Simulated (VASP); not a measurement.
Input of a VASP 6.6.1 run:

The input INCAR:

```
PREC     = Accurate       # precision mode
ENCUT    = 520            # plane-wave cutoff, eV
EDIFF    = 1E-6           # SCF threshold, eV
ISMEAR   = -1             # smearing method
SIGMA    = 0.05           # smearing width, eV
LREAL    = False          # projectors in reciprocal space
LASPH    = True           # aspherical terms in the spheres
NELM     = 60             # most SCF steps
ALGO     = Normal         # electronic algorithm
ISIF     = 2              # what is computed and relaxed
LWAVE    = False          # write WAVECAR
LCHARG   = False          # write CHGCAR
GGA      = B5             # functional
ALDAX    = 1.0          
AGGAX    = 1.0          
AGGAC    = 1.0          
ALDAC    = 0.0          
NBANDS   = 13             # bands
```

Contents of KPOINTS:

```
regular mesh
0
Gamma
  7 7 7
```

File POSCAR:

```
Mo
1.0
   -1.5838089719      1.5838089719      1.5838089719
    1.5838089719     -1.5838089719      1.5838089719
    1.5838089719      1.5838089719     -1.5838089719
Mo
1
Direct
    0.0000000000      0.0000000000      0.0000000000
```

Potentials or basis: VASP PAW PBE potentials, release 64 (Mo_sv).

The run is started by

```console
$ cat potpaw_PBE.64/Mo_sv/POTCAR > POTCAR
$ mpirun -np 1 vasp_std > vasp.out
```

(1) Predict the band gap on the k mesh.

(2) What does it give for the pressure?

Results:

(1) zero (band 7 reaches 15.66 eV, above the bottom of band 8 at 11.48 eV).

(2) 9.6 GPa.

Caveat: the k points lie up to 0.40 Å⁻¹ apart; the PAW data sets were made with another functional, which shifts forces and pressure a little.
